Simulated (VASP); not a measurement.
# Ge (I4_1/amd) in VASP: a series of runs, part 2 of 2

VASP 6.6.1.

## Step 4: Single point, PBE (strain -0.030 along x and y, +0.015 along z)

Input file INCAR:

```
SYSTEM = Ge
  PREC = Accurate
  ENCUT = 520
  EDIFF = 1E-6
  ISMEAR = 0
  SIGMA = 0.15
  LREAL = .FALSE.
  LASPH = .TRUE.
  NELM = 80
  ALGO = Normal
  ISIF = 2
  LWAVE = .FALSE.
  LCHARG = .FALSE.
  GGA = PE
  NBANDS = 21
```

Input file KPOINTS:

```
Automatic mesh
0
G
  14 14 14
  0 0 0
```

Input file POSCAR:

```
Ge
1.0
    0.0000000000      2.7439069000      2.8712015500
    2.7439069000      0.0000000000      2.8712015500
    2.7439069000      2.7439069000      0.0000000000
Ge
2
Direct
    0.5000000000      0.5000000000      0.5000000000
    0.7500000000      0.7500000000      0.7500000000
```

Run with:

```
$ cat potpaw_PBE.64/Ge_d/POTCAR > POTCAR
$ mpirun -np 1 vasp_std > vasp.out
```

Wall time 5.2 min (1 thread of Intel Xeon 8259CL, shared host); peak memory 0.3 GiB.

It converged, with:

| Property | Result |
| --- | --- |
| Free energy | -8.9253 eV |
| Pressure | 7.5 GPa |
| Band gap on the k mesh | 0.16 eV (least direct gap 0.32 eV) |

Stress tensor (GPa, compression positive):
```
8.67 0.00 0.00
0.00 8.67 0.00
0.00 0.00 5.07
```

Levels at points of the mesh, in eV from the valence-band top:
```tsv
k point	band 10	band 11	band 12	band 13	band 14	band 15	band 16	band 17	band 18	band 19
(0.00, 0.00, 0.00)	-24.72	-13.26	-0.38	0.00	0.00	0.32	2.38	2.38	2.60	6.41
(0.50, 0.00, 0.00)	-24.68	-11.05	-7.95	-1.82	-1.38	0.16	3.54	3.80	7.04	10.61
(0.50, 0.50, 0.00)	-24.67	-9.35	-9.35	-3.14	-3.14	0.82	0.82	9.75	9.75	11.80
(0.50, 0.00, 0.50)	-24.68	-9.11	-9.11	-3.47	-3.47	0.44	0.44	9.65	9.65	11.79
```

Caveat: the cell differs from its parent crystal (strain -0.030 along x and y, +0.015 along z); the cell stands under pressure. A k mesh can miss the band edges.

## Step 5: Single point, PBE (strain -0.015 along x and y, +0.000 along z)

Input file INCAR:

```
PREC = Accurate
ENCUT = 520
EDIFF = 1E-6
ISMEAR = 0
SIGMA = 0.15
LREAL = False
LASPH = True
NELM = 60
ALGO = Normal
ISIF = 2
LWAVE = False
LCHARG = False
GGA = PE
NBANDS = 21
```

Input file KPOINTS:

```
Automatic mesh
0
Gamma
  14 14 14
```

Input file POSCAR:

```
Ge
1.0
    0.0000000000      2.7863384500      2.8287700000
    2.7863384500      0.0000000000      2.8287700000
    2.7863384500      2.7863384500      0.0000000000
Ge
2
Direct
    0.5000000000      0.5000000000      0.5000000000
    0.7500000000      0.7500000000      0.7500000000
```

Potentials or basis: VASP PAW PBE potentials, release 64 (Ge_d).

Run with:

```
$ cat potpaw_PBE.64/Ge_d/POTCAR > POTCAR
$ mpirun -np 1 vasp_std > vasp.out
```

OUTCAR:

```text
PREC = Accurate
   ENCUT = 520
   EDIFF = 1E-6
   ISMEAR = 0
   LREAL = False
   LASPH = True
   NELM = 60
   ISIF = 2
   GGA = PE

 ion  position               nearest neighbor table
   1  0.500  0.500  0.500-   2 2.43   2 2.43   2 2.43   2 2.43
   2  0.750  0.750  0.750-   1 2.43   1 2.43   1 2.43   1 2.43

  LATTYP: Found a body centered tetragonal cell.
 ALAT       =     3.9404776254
 C/A-ratio  =     1.4357498095

  Lattice vectors:

 A1 = (  -2.7863384500,   0.0000000000,   2.8287700000)
 A2 = (   2.7863384500,   0.0000000000,   2.8287700000)
 A3 = (   0.0000000000,   2.7863384500,  -2.8287700000)

Analysis of symmetry for initial positions (statically):
=====================================================================
 Subroutine PRICEL returns:
 Original cell was already a primitive cell.

 Routine SETGRP: Setting up the symmetry group for a
 body centered tetragonal supercell.

 Subroutine GETGRP returns: Found 16 space group operations
 (whereof  8 operations were pure point group operations)
 out of a pool of 16 trial point group operations.

The static configuration has the point symmetry D_2d.
 The point group associated with its full space group is D_4h.

Analysis of symmetry for dynamics (positions and initial velocities):
=====================================================================
 Subroutine PRICEL returns:
 Original cell was already a primitive cell.

 Routine SETGRP: Setting up the symmetry group for a
 body centered tetragonal supercell.

 Subroutine GETGRP returns: Found 16 space group operations
 (whereof  8 operations were pure point group operations)
 out of a pool of 16 trial point group operations.

The dynamic configuration has the point symmetry D_2d.
 The point group associated with its full space group is D_4h.

 Subroutine INISYM returns: Found 16 space group operations
 (whereof  8 operations are pure point group operations),
 and found     1 'primitive' translations

[... 107 lines left out ...]
   EMIN   =  10.00;   EMAX   =-10.00  energy-range for DOS
   EFERMI =   0.00;   METHOD = LEGACY
   ISMEAR =     0;   SIGMA  =   0.15  broadening in eV -4-tet -1-fermi 0-gaus
   EFERMI_NEDOS =   21; number of points for ismear=-14 and -15
   IALGO  =     38    algorithm
   IMIX   =      4    mixing-type and parameters
     AMIX     =   0.40;   BMIX     =  1.00
     AMIX_MAG =   1.60;   BMIX_MAG =  1.00
  volume/ion in A,a.u.               =      21.96       148.20
  Fermi-wavevector in a.u.,A,eV,Ry     =   1.408950  2.662530 27.009488  1.985141
  Thomas-Fermi vector in A             =   2.531056
   LORBIT       =      0    0 simple, 1 ext, 2 COOP (PROOUT), +10 PAW based schemes
   GGA     = PE    functional components
   LHFCALC =     F    Hartree Fock is set to
   AEXX    =    0.0000 exact exchange contribution
   IVDW    =     0    specifies the selected vdW correction
   LEPSILON=     F    determine dielectric tensor
   LRPA    =     F    only Hartree local field effects (RPA)
 non-spin polarized calculation
 Gauss-broadening in eV      SIGMA  =   0.15
  energy-cutoff  :      520.00
  volume of cell :       43.92
 maximum number of plane-waves:      1227
 NGX is ok and might be reduce to    30
   NGX = 15   NGY = 15   NGZ = 15

 number of electron      28.0000024 magnetization

 Free energy of the ion-electron system (eV)
  ---------------------------------------------------
  ext. energy  EPLUGINS =         0.00000000
  ---------------------------------------------------
  free energy    TOTEN  =        -8.96732903 eV

  energy without entropy =       -8.96711028  energy(sigma->0) =       -8.96721966

 E-fermi :   5.4243     XC(G=0): -10.0704

 val. band max:        5.3337789731   @ k =   0.0000   0.0000   0.0000
 cond. band min:       5.5678407343   @ k =   0.5000   0.0000   0.0000
 fundamental gap:      0.2340617612
 Fermi energy:         5.4242626431

 k-point     1 :       0.0000    0.0000    0.0000
  band No.  band energies     occupation
      1     -19.5692      2.00000
      2     -19.5692      2.00000
      3     -19.5651      2.00000
      4     -19.5301      2.00000
      5     -19.5283      2.00000
      6     -19.3063      2.00000
[... 565 lines left out ...]
     20      14.7308      0.00000
     21      15.2245      0.00000

 [... further k-points ...]
[... 5 lines left out ...]
  --------------------------------------------------------------------------------------
  -------------------------------------------------------------------------------------
  Total        1.7642607      1.7642607      1.4538612      0.0000000      0.0000000      0.0000000
  in kB       64.3543605     64.3543605     53.0320186      0.0000000      0.0000000      0.0000000
  external PRESSURE =      60.5802466 kB  Pullay stress =       0.0000000 kB

 VOLUME and BASIS-vectors are now :
 -----------------------------------------------------------------------------
  energy-cutoff  :      520.00
  volume of cell :       43.92
      direct lattice vectors                 reciprocal lattice vectors
     0.000000000  2.786338450  2.828770000    -0.179446973  0.179446973  0.176755268
     2.786338450  0.000000000  2.828770000     0.179446973 -0.179446973  0.176755268
     2.786338450  2.786338450  0.000000000     0.179446973  0.179446973 -0.176755268

 POSITION                                       TOTAL-FORCE (eV/Angst)
 -----------------------------------------------------------------------------------
      2.78634      2.78634      2.82877         0.000000      0.000000      0.000000
      4.17951      4.17951      4.24315        -0.000000     -0.000000      0.000000
 -----------------------------------------------------------------------------------
    total drift:                                0.000000     -0.000000     -0.000000

  FREE ENERGIE OF THE ION-ELECTRON SYSTEM (eV)
  ---------------------------------------------------
  free  energy   TOTEN  =        -8.9673290280 eV

  energy  without entropy=       -8.9671102836  energy(sigma->0) =       -8.96721966
```

Run time: 5 min. Hardware: 1 thread of Intel Xeon 8259CL, shared host; peak memory 0.3 GiB.

What came out:

- Free energy: -8.9673 eV
- Pressure: 6.1 GPa
- Band gap on the k mesh: 0.23 eV (least direct gap 0.27 eV)

Levels at points of the mesh, in eV from the valence-band top:
```tsv
k point	band 10	band 11	band 12	band 13	band 14	band 15	band 16	band 17	band 18	band 19
(0.00, 0.00, 0.00)	-24.62	-13.05	-0.12	0.00	0.00	0.27	2.50	2.50	2.58	6.46
(0.50, 0.00, 0.00)	-24.59	-10.88	-7.78	-1.56	-1.42	0.23	3.68	3.77	7.11	10.71
(0.50, 0.50, 0.00)	-24.57	-9.10	-9.10	-3.15	-3.15	0.76	0.76	9.72	9.72	11.84
(0.50, 0.00, 0.50)	-24.58	-9.02	-9.02	-3.26	-3.26	0.63	0.63	9.72	9.72	11.88
```

Caveat: the cell differs from its parent crystal (strain -0.015 along x and y, +0.000 along z); the cell stands under pressure.

## Step 6: Single point, PBE (strain +0.000 along x and y, -0.015 along z)

Input file INCAR:

```
SYSTEM = Ge
PREC     = Accurate       ! precision mode
ENCUT    = 520            ! plane-wave cutoff, eV
EDIFF    = 1E-6           ! SCF threshold, eV
ISMEAR   = 0              ! smearing method
SIGMA    = 0.15           ! smearing width, eV
LREAL    = .False.        ! projectors in reciprocal space
LASPH    = .True.         ! aspherical terms in the spheres
NELM     = 80             ! most SCF steps
ALGO     = Normal         ! electronic algorithm
ISIF     = 2              ! what is computed and relaxed
LWAVE    = .False.        ! write WAVECAR
LCHARG   = .False.        ! write CHGCAR
GGA      = PE             ! functional
NBANDS   = 21             ! bands
```

Input file KPOINTS:

```
Automatic mesh
0
Gamma
  14 14 14
  0 0 0
```

Input file POSCAR:

```
Ge
1.0
    0.0000000000      2.8287700000      2.7863384500
    2.8287700000      0.0000000000      2.7863384500
    2.8287700000      2.8287700000      0.0000000000
Ge
2
Direct
    0.5000000000      0.5000000000      0.5000000000
    0.7500000000      0.7500000000      0.7500000000
```

Potentials or basis: VASP PAW PBE potentials, release 64 (Ge_d).

Run with:

```
$ cat potpaw_PBE.64/Ge_d/POTCAR > POTCAR
$ mpirun -np 1 vasp_std > vasp.out
```

Wall time 4.9 min (1 thread of Intel Xeon 8259CL, shared host); peak memory 0.3 GiB.

It converged, with:

```
Free energy            : -8.9902 eV
Pressure               : 4.8 GPa
Band gap on the k mesh : 0.10 eV
```

Stress tensor (GPa, compression positive):
```
4.43 0.00 0.00
0.00 4.43 0.00
0.00 0.00 5.48
```

Levels at points of the mesh, in eV from the valence-band top:
| k point | band 10 | band 11 | band 12 | band 13 | band 14 | band 15 | band 16 | band 17 | band 18 | band 19 |
| --- | --- | --- | --- | --- | --- | --- | --- | --- | --- | --- |
| (0.00, 0.00, 0.00) | -24.64 | -12.97 | -0.12 | -0.12 | 0.00 | 0.10 | 2.44 | 2.51 | 2.51 | 6.38 |
| (0.50, 0.00, 0.00) | -24.61 | -10.84 | -7.75 | -1.57 | -1.44 | 0.15 | 3.63 | 3.73 | 7.06 | 10.57 |
| (0.50, 0.50, 0.00) | -24.61 | -8.97 | -8.97 | -3.28 | -3.28 | 0.58 | 0.58 | 9.58 | 9.58 | 11.72 |
| (0.50, 0.00, 0.50) | -24.60 | -9.05 | -9.05 | -3.17 | -3.17 | 0.70 | 0.70 | 9.55 | 9.55 | 11.65 |

Caveat: the cell differs from its parent crystal (strain +0.000 along x and y, -0.015 along z); the cell stands under pressure.

## Step 7: Summary

```csv
cell,gap on the mesh (eV),pressure (GPa)
"a = 3.941, b = 3.941, c = 3.880 Å, angles 60.5, 60.5, 59.0°, 2 atoms",0.27,8.9
"a = 3.911, b = 3.911, c = 3.940 Å, angles 59.7, 59.7, 60.5°, 2 atoms",0.29,8.9
"a = 3.972, b = 3.972, c = 3.880 Å, angles 60.8, 60.8, 58.5°, 2 atoms",0.16,7.5
"a = 3.971, b = 3.971, c = 3.940 Å, angles 60.3, 60.3, 59.5°, 2 atoms",0.23,6.1
"a = 3.971, b = 3.971, c = 4.000 Å, angles 59.8, 59.8, 60.5°, 2 atoms",0.10,4.8
```

Alike in all rows: task single point; level PBE; potentials or basis VASP PAW PBE potentials, release 64 (Ge_d); no spin polarisation; k mesh 14 × 14 × 14; cutoff (eV) 520; smearing gaussian 0.15 eV.

Caveats: the cell stands under pressure.

Total energies depend on the potentials used, so only differences within one code and one set of settings carry meaning.
